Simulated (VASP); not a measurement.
Crystal: RuS3.

```
Ru S
1.0
     4.20545    0.00000    0.00000
     0.00000    4.20545    0.00000
     0.00000    0.00000    4.20545
Ru S
1 3
Direct
  0.00000 0.00000 0.00000
  0.00000 0.50000 0.50000
  0.50000 0.00000 0.50000
  0.50000 0.50000 0.00000
```

- Program: VASP 6.6.1
- Task: relaxation of cell and atoms
- Functional: r2SCAN
- Potentials or basis: VASP PAW PBE potentials, release 64 (Ru_pv, S)
- Cutoff: 600 eV
- k mesh: 4 × 4 × 4
- Occupations: gaussian, width 0.1 eV
- Spin: collinear spin, ferromagnetic start
- Starting moments: [2.27, 0.0, 0.0, 0.0] μB

At the start: pressure -11.7 GPa; volume 18.59 Å³/atom.

Q: How do energy, volume and symmetry change on relaxing?

A: Over 3 steps the energy falls by 143.8 meV/atom and the volume is 15.01 Å³/atom (-19.3 %); space group Pm-3m (No. 221, to 0.1 Å) before and after; moment 0.55 μB per cell.

The path:
```csv
step,energy change (eV),largest force (eV/Å),pressure (GPa),volume (Å³)
1,0.0000,0.0000,-11.73,74.38
2,-0.5742,0.0000,-0.72,60.67
3,-0.5753,0.0000,0.13,60.04
```

Final structure:
```
CELL_PARAMETERS angstrom
3.91565 0.00000 0.00000
0.00000 3.91565 0.00000
0.00000 0.00000 3.91565
ATOMIC_POSITIONS crystal
Ru 0.00000 0.00000 0.00000
S 0.00000 0.50000 0.50000
S 0.50000 0.00000 0.50000
S 0.50000 0.50000 0.00000
```

Caveat: the k points lie up to 0.40 Å⁻¹ apart in the final cell; the volume moved by over 15 % at a fixed basis, so the end points are rough; the PAW data sets were made with another functional, which shifts forces and pressure a little.
